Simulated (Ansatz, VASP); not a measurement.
## SnO2 in VASP and in Ansatz

Contents of INCAR:

```
SYSTEM = SnO2
  PREC = Accurate
  ENCUT = 520
  EDIFF = 1E-7
  ISMEAR = 0
  SIGMA = 0.05
  LREAL = .FALSE.
  LASPH = .TRUE.
  NELM = 60
  ALGO = Normal
  ISIF = 2
  LWAVE = .FALSE.
  LCHARG = .FALSE.
  GGA = PE
  IVDW = 12
  NBANDS = 35
```

KPOINTS

```
Automatic mesh
0
G
  8 6 6
  0 0 0
```

The input POSCAR:

```
SnO2
1.0
    1.6186264610     -2.8035432689      0.0000000000
    1.6186264610      0.9345144230      4.2918257460
   -4.8558793830     -2.8035432689      0.0000000000
Sn O
2 4
Direct
    0.5252065569      0.3975445496     -0.0313574457
   -0.0252065569      0.6024554504      0.5313574457
    0.4880450562      0.7689116785      0.7962000588
    1.0119549438      0.6926884373      0.1909999798
    0.4880450562      0.3073115627      0.3090000202
    1.0119549438      0.2310883215      0.7037999412
```

Input for Ansatz:

```yaml
crystal:
  lattice:
    - [1.618626461, -2.8035432689, 0.0]
    - [1.618626461, 0.934514423, 4.291825746]
    - [-4.855879383, -2.8035432689, 0.0]
  atoms:
    - { symbol: Sn, position: [0.5252065569, 0.3975445496, -0.0313574457] }
    - { symbol: Sn, position: [-0.0252065569, 0.6024554504, 0.5313574457] }
    - { symbol: O, position: [0.4880450562, 0.7689116785, 0.7962000588] }
    - { symbol: O, position: [1.0119549438, 0.6926884373, 0.1909999798] }
    - { symbol: O, position: [0.4880450562, 0.3073115627, 0.3090000202] }
    - { symbol: O, position: [1.0119549438, 0.2310883215, 0.7037999412] }
basis:
  ecutwfc: 520.0
kpoints:
  mp_grid: { grid: [8, 6, 6] }
hamiltonian:
  xc: pbe
  pseudopotentials: { kind: paw, azcp: { folder: soft_1 } }
  dispersion: d3bj
scf:
  occupations: { method: gaussian, width: 0.05 }
output:
  forces: true
  stress: true
  eigenvalues: true
```

Change from the starting cell: mode 4 frozen in at -0.440 Å and mode 5 at -0.082 Å (largest displacements).

Alike in both runs: task single point; functional PBE; dispersion D3(BJ); k mesh 8 × 6 × 6; occupations gaussian, width 0.05 eV; no spin polarisation.

```csv
,VASP,Ansatz
version,VASP 6.6.1,Ansatz 0.2.0
potentials or method,"VASP PAW PBE potentials, release 64 (Sn_d, O), cutoff 520 eV","scalar-relativistic, plane waves, PAW"
valence electrons in the cell,52,52
```

|  | VASP | Ansatz | Ansatz less VASP |
| --- | --- | --- | --- |
| gap on the k mesh at the Fermi level (eV) | 0.51 | 0.55 | +0.041 |
| least direct gap on the mesh (eV) | 0.66 | 0.70 | +0.038 |
| pressure (GPa) | -6.2 | -6.8 | -0.59 |
| traceless stress, the component that is largest in VASP (GPa) | -3.61 | -3.21 | +0.396 |
| rms of the force components (eV/Å) | 0.533 | 0.542 | +0.0089 |

Atom by atom the forces differ by 0.028 eV/Å (rms over components).
